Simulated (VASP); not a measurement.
# Zr (Pm-3m) in VASP: a series of runs

Zr is run at these levels: LDA; tasks: single point.

Program: VASP 6.6.1. These are calculated values, not measurements. Logs are shortened: lines on timing, memory, paths and dates and some standing lists are left out, and cuts for length are marked.

### Step 1. The cell of the first run

It takes space group Pm-3m (No. 221, cubic). Conventional cell: a = 2.714 Å, b = 2.714 Å, c = 2.714 Å, α = 90.00°, β = 90.00°, γ = 90.00°. Zr (site symmetry m-3m) has 6 Zr at 2.71 Å within 3.6 Å.

### Step 2. Single point, LDA (volume scaled by 0.88)

INCAR reads:

```
PREC = Accurate ; ENCUT = 520
EDIFF = 1E-7 ; ISMEAR = -1
SIGMA = 0.1 ; LREAL = F
LASPH = T ; NELM = 60
ALGO = Normal ; ISIF = 2
LWAVE = F ; LCHARG = T
GGA = CA ; LELF = T
LVHAR = T ; NBANDS = 12
```

KPOINTS reads:

```
Automatic mesh
0
Gamma
  13 13 13
```

POSCAR reads:

```
Zr
1.0
    2.7135434801      0.0000000000      0.0000000000
    0.0000000000      2.7135434801      0.0000000000
    0.0000000000      0.0000000000      2.7135434801
Zr
1
Direct
    0.0000000000      0.0000000000      0.0000000000
```

Potentials or basis: VASP PAW LDA potentials, release 64 (Zr_sv).

Command:

```sh
$ cat potpaw_LDA.64/Zr_sv/POTCAR > POTCAR
$ mpirun -np 1 vasp_std > vasp.out
```

OUTCAR:

```text
PREC = Accurate
   ENCUT = 520
   EDIFF = 1E-7
   ISMEAR = -1
   LREAL = F
   LASPH = T
   NELM = 60
   ISIF = 2
   GGA = CA

 ion  position               nearest neighbor table
   1  0.000  0.000  0.000-

  LATTYP: Found a simple cubic cell.
 ALAT       =     2.7135434801

  Lattice vectors:

 A1 = (   2.7135434801,   0.0000000000,   0.0000000000)
 A2 = (   0.0000000000,   2.7135434801,   0.0000000000)
 A3 = (   0.0000000000,   0.0000000000,   2.7135434801)

Analysis of symmetry for initial positions (statically):
=====================================================================
 Subroutine PRICEL returns:
 Original cell was already a primitive cell.

 Routine SETGRP: Setting up the symmetry group for a
 simple cubic supercell.

 Subroutine GETGRP returns: Found 48 space group operations
 (whereof 48 operations were pure point group operations)
 out of a pool of 48 trial point group operations.

The static configuration has the point symmetry O_h .

Analysis of symmetry for dynamics (positions and initial velocities):
=====================================================================
 Subroutine PRICEL returns:
 Original cell was already a primitive cell.

 Routine SETGRP: Setting up the symmetry group for a
 simple cubic supercell.

 Subroutine GETGRP returns: Found 48 space group operations
 (whereof 48 operations were pure point group operations)
 out of a pool of 48 trial point group operations.

The dynamic configuration has the point symmetry O_h .

 Subroutine INISYM returns: Found 48 space group operations
 (whereof 48 operations are pure point group operations),
 and found     1 'primitive' translations

----------------------------------------------------------------------------------------

                                     Primitive cell

  volume of cell :      19.9807

  direct lattice vectors                    reciprocal lattice vectors
     2.713543480  0.000000000  0.000000000     0.368521827  0.000000000  0.000000000
     0.000000000  2.713543480  0.000000000     0.000000000  0.368521827  0.000000000
     0.000000000  0.000000000  2.713543480     0.000000000  0.000000000  0.368521827

  length of vectors
     2.713543480  2.713543480  2.713543480     0.368521827  0.368521827  0.368521827

  position of ions in fractional coordinates (direct lattice)
     0.000000000  0.000000000  0.000000000
[... 75 lines left out ...]
   NELM   =     60;   NELMIN=  2; NELMDL= -5     # of ELM steps
   EDIFF  = 0.1E-06   stopping-criterion for ELM
   LREAL  =      F    real-space projection
   EDIFFG = 0.1E-05   stopping-criterion for IOM
   NSW    =      0    number of steps for IOM
   IBRION =     -1    ionic relax: 0-MD 1-quasi-New 2-CG
   NFREE  =      0    steps in history (QN), initial steepest desc. (CG)
   ISIF   =      2    stress and relaxation
   ISYM   =      2    0-nonsym 1-usesym 2-fastsym
   POTIM  = 0.5000    time-step for ionic-motion
   TEBEG  =    0.0;   TEEND  =   0.0 temperature during run
   PSTRESS=    0.0 pullay stress
   NELECT =      12.0000    total number of electrons
   NUPDOWN=      -1.0000    fix difference up-down
   EMIN   =  10.00;   EMAX   =-10.00  energy-range for DOS
   EFERMI =   0.00;   METHOD = LEGACY
   ISMEAR =    -1;   SIGMA  =   0.10  broadening in eV -4-tet -1-fermi 0-gaus
   EFERMI_NEDOS =   21; number of points for ismear=-14 and -15
   IALGO  =     38    algorithm
   IMIX   =      4    mixing-type and parameters
     AMIX     =   0.40;   BMIX     =  1.00
     AMIX_MAG =   1.60;   BMIX_MAG =  1.00
  volume/ion in A,a.u.               =      19.98       134.84
  Fermi-wavevector in a.u.,A,eV,Ry     =   1.381227  2.610141 25.957040  1.907789
  Thomas-Fermi vector in A             =   2.506031
   LORBIT       =      0    0 simple, 1 ext, 2 COOP (PROOUT), +10 PAW based schemes
   GGA     = CA    functional components
   LHFCALC =     F    Hartree Fock is set to
   AEXX    =    0.0000 exact exchange contribution
   IVDW    =     0    specifies the selected vdW correction
   LEPSILON=     F    determine dielectric tensor
   LRPA    =     F    only Hartree local field effects (RPA)
 non-spin polarized calculation
  energy-cutoff  :      520.00
  volume of cell :       19.98
 maximum number of plane-waves:       552
   NGX = 11   NGY = 11   NGZ = 11

 number of electron      11.9999999 magnetization

 Free energy of the ion-electron system (eV)
  ---------------------------------------------------
  ext. energy  EPLUGINS =         0.00000000
  ---------------------------------------------------
  free energy    TOTEN  =        -8.36226573 eV

  energy without entropy =       -8.30677071  energy(sigma->0) =       -8.33451822

 E-fermi :  10.2468     XC(G=0): -11.9044

 val. band max:       10.2420500981   @ k =   0.3077   0.2308   0.1538
 cond. band min:      10.2496963012   @ k =   0.2308   0.1538   0.0769
 fundamental gap:      0.0076462031
 Fermi energy:        10.2468164066

 k-point     1 :       0.0000    0.0000    0.0000
  band No.  band energies     occupation
      1     -38.0112      2.00000
      2     -15.0682      2.00000
      3     -15.0682      2.00000
      4     -15.0682      2.00000
      5       4.9941      2.00000
      6       7.9427      2.00000
      7       7.9427      2.00000
      8      17.2204      0.00000
      9      17.2204      0.00000
     10      17.2204      0.00000
     11      24.9035      0.00000
     12      24.9035      0.00000
[... 331 lines left out ...]
 k-point    24 :       0.3846    0.3077    0.0000
  band No.  band energies     occupation
      1     -37.5410      2.00000
      2     -16.7655      2.00000
      3     -16.3177      2.00000
      4     -14.7482      2.00000
      5       7.4901      2.00000
      6       9.3457      1.99976
      7      13.3607      0.00000
      8      14.0316      0.00000
      9      14.8439      0.00000
     10      14.8540      0.00000
     11      20.9898      0.00000
     12      24.7683      0.00000

 [... further k-points ...]
[... 5 lines left out ...]
  --------------------------------------------------------------------------------------
  -------------------------------------------------------------------------------------
  Total        1.7086804      1.7086804      1.7086804      0.0000000     -0.0000000     -0.0000000
  in kB      137.0127728    137.0127728    137.0127728      0.0000000     -0.0000000     -0.0000000
  external PRESSURE =     137.0127728 kB  Pullay stress =       0.0000000 kB

 VOLUME and BASIS-vectors are now :
 -----------------------------------------------------------------------------
  energy-cutoff  :      520.00
  volume of cell :       19.98
      direct lattice vectors                 reciprocal lattice vectors
     2.713543480  0.000000000  0.000000000     0.368521827  0.000000000  0.000000000
     0.000000000  2.713543480  0.000000000     0.000000000  0.368521827  0.000000000
     0.000000000  0.000000000  2.713543480     0.000000000  0.000000000  0.368521827

 POSITION                                       TOTAL-FORCE (eV/Angst)
 -----------------------------------------------------------------------------------
      0.00000      0.00000      0.00000         0.000000      0.000000      0.000000
 -----------------------------------------------------------------------------------
    total drift:                               -0.000000      0.000000     -0.000000

  FREE ENERGIE OF THE ION-ELECTRON SYSTEM (eV)
  ---------------------------------------------------
  free  energy   TOTEN  =        -8.3622657278 eV

  energy  without entropy=       -8.3067707078  energy(sigma->0) =       -8.33451822
```

It used 13 s of CPU time on 1 thread of AMD EPYC 7R13 Processor (Zen 3) (shared host).

Results:

```yaml
Free_energy: -8.3623 eV
Pressure: 13.7 GPa
Band_gap_on_the_k_mesh: zero (band 6 reaches 11.28 eV, above the bottom of band 7 at 7.94 eV)
```

### Step 3. Single point, LDA (volume scaled by 0.92)

INCAR reads:

```
SYSTEM = Zr
ALGO     = Normal         ! electronic algorithm
EDIFF    = 1E-7           ! SCF threshold, eV
ENCUT    = 520            ! plane-wave cutoff, eV
GGA      = CA             ! functional
ISIF     = 2              ! what is computed and relaxed
ISMEAR   = -1             ! smearing method
LASPH    = .True.         ! aspherical terms in the spheres
LCHARG   = .False.        ! write CHGCAR
LREAL    = .False.        ! projectors in reciprocal space
LWAVE    = .False.        ! write WAVECAR
NBANDS   = 12             ! bands
NELM     = 60             ! most SCF steps
PREC     = Accurate       ! precision mode
SIGMA    = 0.1            ! smearing width, eV
```

KPOINTS reads:

```
k-points
0
Gamma
  13 13 13
  0 0 0
```

POSCAR reads:

```
Zr
1.0
    2.7540501010      0.0000000000      0.0000000000
    0.0000000000      2.7540501010      0.0000000000
    0.0000000000      0.0000000000      2.7540501010
Zr
1
Direct
    0.0000000000      0.0000000000      0.0000000000
```

Potentials or basis: VASP PAW LDA potentials, release 64 (Zr_sv).

Command:

```sh
$ cat potpaw_LDA.64/Zr_sv/POTCAR > POTCAR
$ mpirun -np 1 vasp_std > vasp.out
```

It took 17 s on 1 thread of AMD EPYC 7R13 (Zen 3), shared host; peak memory 0.1 GiB.

It converged, with:

- Free energy: -8.4254 eV
- Pressure: 8.6 GPa
- Band gap on the k mesh: zero (band 6 reaches 10.67 eV, above the bottom of band 7 at 7.55 eV)

Levels at points of the mesh, in eV from the Fermi level:
| k point | band 3 | band 4 | band 5 | band 6 | band 7 | band 8 | band 9 | band 10 |
| --- | --- | --- | --- | --- | --- | --- | --- | --- |
| (0.00, 0.00, 0.00) | -25.44 | -25.44 | -5.22 | -2.16 | -2.16 | 6.65 | 6.65 | 6.65 |

### Step 4. Single point, LDA (volume scaled by 0.96)

INCAR reads:

```
SYSTEM = Zr
ALGO = Normal
EDIFF = 1E-6
ENCUT = 520
ISIF = 2
ISMEAR = -1
LASPH = .TRUE.
LCHARG = .TRUE.
LELF = .TRUE.
LREAL = .FALSE.
LVHAR = .TRUE.
LWAVE = .FALSE.
NBANDS = 12
NELM = 100
PREC = Accurate
SIGMA = 0.1
```

KPOINTS reads:

```
k-points
0
G
  13 13 13
  0 0 0
```

POSCAR reads:

```
Zr
1.0
    2.7933989901      0.0000000000      0.0000000000
    0.0000000000      2.7933989901      0.0000000000
    0.0000000000      0.0000000000      2.7933989901
Zr
1
Direct
    0.0000000000      0.0000000000      0.0000000000
```

Command:

```sh
$ cat potpaw_LDA.64/Zr_sv/POTCAR > POTCAR
$ mpirun -np 1 vasp_std > vasp.out
```

It used 19 s of CPU time on 1 thread of AMD EPYC 7R13 Processor (Zen 3) (shared host).

The run converged. Its results:

```
Free energy            : -8.4621 eV
Pressure               : 4.3 GPa
Band gap on the k mesh : zero (band 6 reaches 10.10 eV, above the bottom of band 7 at 7.18 eV)
```

Levels at points of the mesh, in eV from the Fermi level:
```
           k point  band 2  band 3  band 4  band 5  band 6  band 7  band 8  band 9  band 10  band 11
(0.00, 0.00, 0.00)  -25.56  -25.56  -25.56   -5.19   -2.02   -2.02    6.36    6.36     6.36    13.85
```

### Step 5. Overview

| cell | gap on the mesh (eV) | pressure (GPa) |
| --- | --- | --- |
| a = 2.714 Å, 1 atom | none | 13.7 |
| a = 2.754 Å, 1 atom | none | 8.6 |
| a = 2.793 Å, 1 atom | none | 4.3 |

Alike in all rows: task single point; level LDA; potentials or basis VASP PAW LDA potentials, release 64 (Zr_sv); no spin polarisation; k mesh 13 × 13 × 13; cutoff (eV) 520; smearing fermi-dirac 0.1 eV.

Absolute energies hang on the potentials; compare differences alone.
